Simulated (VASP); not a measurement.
Runs of VASP 6.6.1 on Sc. The structure is that of space group Im-3m (No. 229), or close to it. The cells are those of the table. 

```tsv
task	cell	k mesh	cutoff (eV)	gap on the mesh (eV)	pressure (GPa)
single point	a = 3.145 Å, angles 109.5°, 1 atom	14 × 14 × 14	520	none	0.0
single point	a = 3.226 Å, angles 109.5°, 1 atom	14 × 14 × 14	520	none	-3.7
relaxation of cell and atoms	relaxed from a = 3.191 Å, angles 109.5°, 1 atom	12 × 12 × 12	600	none	0.0
single point	a = 3.266 Å, angles 109.5°, 1 atom	14 × 14 × 14	520	none	(a)
single point	a = 3.145 Å, angles 109.5°, 1 atom	12 × 12 × 12	520	none	0.0
```

Alike in all rows: level PBEsol; potentials or basis VASP PAW PBE potentials, release 64 (Sc_sv); no spin polarisation; smearing fermi-dirac 0.1 eV.

Task: Estimate the missing entries.

Result: (a) -5.2.

Caveats: the PAW data sets were made with another functional, which shifts forces and pressure a little.

A gap of «none» marks levels without a gap at the run's occupations.
